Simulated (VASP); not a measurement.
A run of VASP 6.6.1:

File INCAR:

```
SYSTEM = Ca3Zr3N2
PREC = Accurate
ENCUT = 600
EDIFF = 1E-6
ISMEAR = 0
SIGMA = 0.1
LREAL = .False.
LASPH = .True.
NELM = 120
ALGO = Normal
ISIF = 2
LWAVE = .False.
LCHARG = .False.
GGA = PE
NBANDS = 48
GGA_COMPAT = .False.
```

Contents of KPOINTS:

```
regular mesh
0
Gamma
  12 12 2
  0 0 0
```

POSCAR

```
Ca3Zr3N2
1.0
    3.4531571837      0.0000000000      0.0000000000
   -1.7265785919      2.9905218443      0.0000000000
    0.0000000000      0.0000000000     17.2990945640
Ca Zr N
3 3 2
Direct
    0.6666666667      0.3333333333      0.3084293487
    0.3333333333      0.6666666667      0.6915706513
    0.0000000000      0.0000000000      0.5000000000
    0.0000000000      0.0000000000      0.0000000000
    0.3333333333      0.6666666667      0.1361458093
    0.6666666667      0.3333333333      0.8638541907
    0.3333333333      0.6666666667      0.9223960313
    0.6666666667      0.3333333333      0.0776039687
```

Potentials or basis: VASP PAW PBE potentials, release 64 (Ca_sv, Zr_sv, N).

Run with:

```console
$ cat potpaw_PBE.64/Ca_sv/POTCAR potpaw_PBE.64/Zr_sv/POTCAR potpaw_PBE.64/N/POTCAR > POTCAR
$ mpirun -np 1 vasp_std > vasp.out
```

Hardware: 1 thread of Intel(R) Xeon(R) 6975P-C (Granite Rapids), with other jobs on the host.

Problem. How long does it take, and how much memory?

Solution. It took 5.7 min on 1 thread of Intel(R) Xeon(R) 6975P-C (Granite Rapids), with other jobs on the host, peak memory 0.52 GiB. Counts: scf iterations 17, k points 38.
